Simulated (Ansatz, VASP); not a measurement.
Given: the input of a run of Ansatz 0.2.0 on TaF3.

input

```
crystal:
  lattice:
    - [3.9012, 0.0, 0.0]
    - [0.0, 3.9012, 0.0]
    - [0.0, 0.0, 3.9012]
  atoms:
    - { symbol: Ta, position: [0.0, 0.0, 0.0] }
    - { symbol: F, position: [0.0, 0.0, 0.5] }
    - { symbol: F, position: [0.0, 0.5, 0.0] }
    - { symbol: F, position: [0.5, 0.0, 0.0] }
hamiltonian:
  xc: r2scan50
  pseudopotentials: { kind: paw }
kpoints:
  mp_grid: { grid: [4, 4, 4] }
scf:
  occupations: { method: fermi_dirac, width: 0.05 }
output:
  forces: true
  stress: true
  eigenvalues: true
```

Q: Translate it to VASP 6.6.1. Potentials there: VASP PAW PBE potentials, release 64 (Ta_pv, F).

A: As run (the cutoff follows the program's own potentials):

Contents of POSCAR:

```
TaF3
1.0
    3.9012000000      0.0000000000      0.0000000000
    0.0000000000      3.9012000000      0.0000000000
    0.0000000000      0.0000000000      3.9012000000
Ta F
1 3
Direct
    0.0000000000      0.0000000000      0.0000000000
    0.0000000000      0.0000000000      0.5000000000
    0.0000000000      0.5000000000      0.0000000000
    0.5000000000      0.0000000000      0.0000000000
```

Contents of INCAR.step1:

```
PREC = Accurate ; ENCUT = 520
EDIFF = 1E-5 ; ISMEAR = -1
SIGMA = 0.05 ; LREAL = F
LASPH = T ; NELM = 80
ALGO = Normal ; ISIF = 2
LWAVE = T ; LCHARG = F
NBANDS = 24 ; GGA = PE
```

INCAR.step2

```
PREC = Accurate ; ENCUT = 520
EDIFF = 1E-6 ; ISMEAR = -1
SIGMA = 0.05 ; LREAL = F
LASPH = T ; NELM = 80
ALGO = Normal ; ISIF = 2
LWAVE = F ; LCHARG = F
METAGGA = R2SCAN ; LHFCALC = T
AEXX = 0.5 ; LMIXTAU = T
PRECFOCK = Normal ; NBANDS = 24
ISTART = 1
```

KPOINTS

```
regular mesh
0
Gamma
  4 4 4
```

Potentials or basis: VASP PAW PBE potentials, release 64 (Ta_pv, F).

Run with:

```sh
$ cat potpaw_PBE.64/Ta_pv/POTCAR potpaw_PBE.64/F/POTCAR > POTCAR
$ cp INCAR.step1 INCAR
$ mpirun -np 1 vasp_std > vasp.out
$ cp INCAR.step2 INCAR
$ mpirun -np 1 vasp_std > vasp.out
```

Both were run:

|  | VASP | Ansatz | Ansatz less VASP |
| --- | --- | --- | --- |
| gap on the k mesh at the Fermi level (eV) | none | none | - |
| pressure (GPa) | 18.4 | 18.2 | -0.11 |

VASP's potentials were made for PBE, not for r2SCAN50. A gap of «none» marks a metal or a gap that the smearing closes. VASP's potentials hold 32 valence electrons a cell and Ansatz's 34, so a difference there can come from the potentials and not from the codes.

The k mesh is coarse, so the values compare programs but aren't converged. Spin-orbit coupling is off throughout.
